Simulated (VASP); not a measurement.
**MgI2: single point with PBEsol**

Crystal: MgI2.

```
Mg I
1.0
     2.02748    1.17056    7.25542
    -2.02748    1.17056    7.25542
     0.00000   -2.34113    7.25542
Mg I
1 2
Cartesian
  0.0000 0.0000 -0.0002
  0.0000 0.0000 9.0965
  0.0000 0.0000 5.4145
```

| Item | Value |
| --- | --- |
| Program | VASP 6.6.1 |
| Task | single point |
| Functional | PBEsol |
| Potentials or basis | VASP PAW PBE potentials, release 64 (Mg, I) |
| Cutoff | 600 eV |
| k mesh | 6 × 6 × 6 |
| Occupations | fermi-dirac, width 0.001 eV |
| Spin | no spin polarisation |
| Dipole correction | no |
| Further INCAR settings | ALGO = Normal; EDIFF = 1e-06; NBANDS = 15 |

* Pressure: -0.4 GPa
* Largest force: 0.065 eV/Å
* Band gap on the k mesh: 2.65 eV (least direct gap 2.76 eV)

Forces in eV/Å, atoms in the order of the input:
```
Mg   0.000  0.000  0.000
I    0.000  0.000 -0.065
I    0.000  0.000  0.065
```

Stress tensor (GPa, compression positive):
```
-0.45  0.00  0.00
 0.00 -0.45  0.00
 0.00  0.00 -0.21
```

Levels at points of the mesh, in eV from the valence-band top:
```csv
k point,band 6,band 7,band 8,band 9,band 10,band 11
"(0.00, 0.00, 0.00)",-0.47,-0.11,-0.11,2.65,5.39,6.28
"(0.50, 0.00, 0.00)",-1.25,-0.90,-0.39,2.70,3.47,5.26
"(0.50, 0.50, 0.00)",-1.42,-0.85,-0.68,3.12,3.60,5.33
"(0.50, 0.50, 0.50)",-0.56,0.00,0.00,3.47,5.08,6.42
```

Wall time 2.8 min on 1 thread of AMD EPYC 7R13 Processor (Zen 3), with other jobs on the host, peak memory 0.52 GiB.

Caveat: the PAW data sets were made with another functional, which shifts forces and pressure a little; spin-orbit coupling is left out, which moves the levels of the heavy elements. A k mesh can miss the band edges.
